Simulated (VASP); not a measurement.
## Ni5O4: single point with LDA

The system is Ni5O4, a slab with vacuum.

```xyz
9
Lattice="2.9105 0.0000 0.0000 -1.4553 2.5206 0.0000 0.0000 0.0000 24.5058" Properties=species:S:1:pos:R:3 pbc="T T T"
Ni    1.4553    0.8402    7.5000
Ni    0.0000    1.6804    9.8764
Ni    0.0000    0.0000   12.2529
Ni    1.4553    0.8402   14.6293
Ni    0.0000    1.6804   17.0058
O     0.0000    0.0000    8.6882
O     1.4553    0.8402   11.0647
O     0.0000    1.6804   13.4411
O     0.0000    0.0000   15.8175
```

```
Program             : VASP 6.6.1
Task                : single point
Functional          : LDA
Potentials or basis : VASP PAW LDA potentials, release 64 (Ni, O)
Cutoff              : 520 eV
k mesh              : 12 × 12 × 1
Occupations         : gaussian, width 0.1 eV
Spin                : collinear spin, ferromagnetic start
Starting moments    : [1.14, 1.14, 1.14, 1.14, 1.14, 0.2, 0.2, 0.2, 0.2] μB
```

The largest force is 1.140 eV/Å. The net moment is 0.17 μB per cell and the site moments are Ni -0.00, +0.04, +0.07 (each value once); O +0.00, +0.01 (each value once) μB. The valence electrons inside the program's atomic spheres are Ni 8.99, 9.16 (each value once); O 4.90, 4.92 (each value once).

Forces on the atoms (eV/Å):
```
Ni   0.000  0.000  1.140
Ni   0.000  0.000 -0.420
Ni   0.000  0.000  0.000
Ni   0.000  0.000  0.420
Ni   0.000  0.000 -1.140
O    0.000  0.000 -0.238
O    0.000  0.000  0.013
O    0.000  0.000 -0.013
O    0.000  0.000  0.238
```

Levels at points of the mesh, in eV from the Fermi level:
Spin up:
| k point | band 34 | band 35 | band 36 | band 37 | band 38 | band 39 | band 40 | band 41 |
| --- | --- | --- | --- | --- | --- | --- | --- | --- |
| (0.00, 0.00, 0.00) | -0.75 | -0.75 | -0.69 | -0.64 | -0.02 | -0.02 | 0.67 | 0.67 |
| (0.50, 0.00, 0.00) | -0.45 | -0.42 | -0.42 | -0.07 | 0.13 | 0.56 | 0.88 | 1.10 |
Spin down:
| k point | band 34 | band 35 | band 36 | band 37 | band 38 | band 39 | band 40 | band 41 |
| --- | --- | --- | --- | --- | --- | --- | --- | --- |
| (0.00, 0.00, 0.00) | -0.74 | -0.74 | -0.69 | -0.62 | 0.01 | 0.01 | 0.69 | 0.69 |
| (0.50, 0.00, 0.00) | -0.43 | -0.43 | -0.38 | -0.04 | 0.17 | 0.59 | 0.94 | 1.15 |

Run time: 50 min on 1 thread of Intel Xeon 8259CL, with other jobs on the host, peak memory 0.43 GiB.

With open d or f shells a metallic result of LDA can be an artefact of self-interaction; +U or a hybrid may open a gap.
